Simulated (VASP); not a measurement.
HgS: single point with revPBE+D4

Crystal: HgS.

```
CELL_PARAMETERS angstrom
0.00000 2.91488 2.91488
2.91488 0.00000 2.91488
2.91488 2.91488 0.00000
ATOMIC_POSITIONS crystal
Hg 0.00000 0.00000 0.00000
S 0.75000 0.75000 0.75000
```

This cell differs from its parent crystal: volume scaled by 0.96.

```json
{
 "Program": "VASP 6.6.1",
 "Task": "single point",
 "Functional": "revPBE",
 "Dispersion": "D4",
 "Potentials or basis": "VASP PAW PBE potentials, release 64 (Hg, S)",
 "Cutoff": "500 eV",
 "k mesh": "8 × 8 × 8",
 "Occupations": "gaussian, width 0.05 eV",
 "Spin": "no spin polarisation"
}
```

```yaml
Pressure: 2.8 GPa
Band_gap_on_the_k_mesh: zero (filled and empty bands touch)
Dispersion_energy_per_atom: -0.579 eV
```

Levels at points of the mesh, in eV from the Fermi level:
```tsv
k point	band 7	band 8	band 9	band 10	band 11	band 12
(0.00, 0.00, 0.00)	-0.35	-0.02	-0.02	-0.02	6.03	6.03
(0.50, 0.00, 0.00)	-5.59	-1.01	-1.01	1.67	6.79	6.79
(0.50, 0.50, 0.00)	-4.92	-2.39	-2.39	3.28	3.52	8.75
```

Wall time 24 s on 1 thread of Intel Xeon 6975P-C, with other jobs on the host, peak memory 0.18 GiB.

Caveat: the PAW data sets were made with another functional, which shifts forces and pressure a little; spin-orbit coupling is left out, which moves the levels of the heavy elements; pairwise dispersion overbinds metals, which lowers pressure and volume.
